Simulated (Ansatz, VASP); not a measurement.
# Rh: VASP beside Ansatz

```
Rh
1.0
     0.00000    1.87686    1.87686
     1.87686    0.00000    1.87686
     1.87686    1.87686    0.00000
Rh
1
Direct
  0.00000 0.00000 0.00000
```

Alike in both runs: functional LDA; k mesh 48 × 48 × 48; occupations gaussian, width 0.1 eV; no spin polarisation.

Ansatz relaxed the structure, and its values are those at the end. VASP's run is a single point on that final structure, the one shown.

|  | VASP | Ansatz |
| --- | --- | --- |
| version | VASP 6.6.1 | Ansatz 0.2.0 |
| potentials or method | VASP PAW LDA potentials, release 64 (Rh_pv) | scalar-relativistic, plane waves, PAW |
| plane-wave cutoff (eV) | 520 | 420 |
| valence electrons in the cell | 15 | 17 |

VASP gave:

| Item | Value |
| --- | --- |
| gap on the k mesh at the Fermi level (eV) | none |
| pressure (GPa) | 1.0 |

Question: Which values does Ansatz return?

Answer: gap on the k mesh at the Fermi level (eV): none; pressure (GPa): 0.0.

LDA's correlation is that of Perdew and Zunger in VASP and of Perdew and Wang (1992) in Ansatz. A gap of «none» marks a metal or a gap that the smearing closes. VASP's potentials hold 15 valence electrons a cell and Ansatz's 17, so a difference there can come from the potentials and not from the codes.
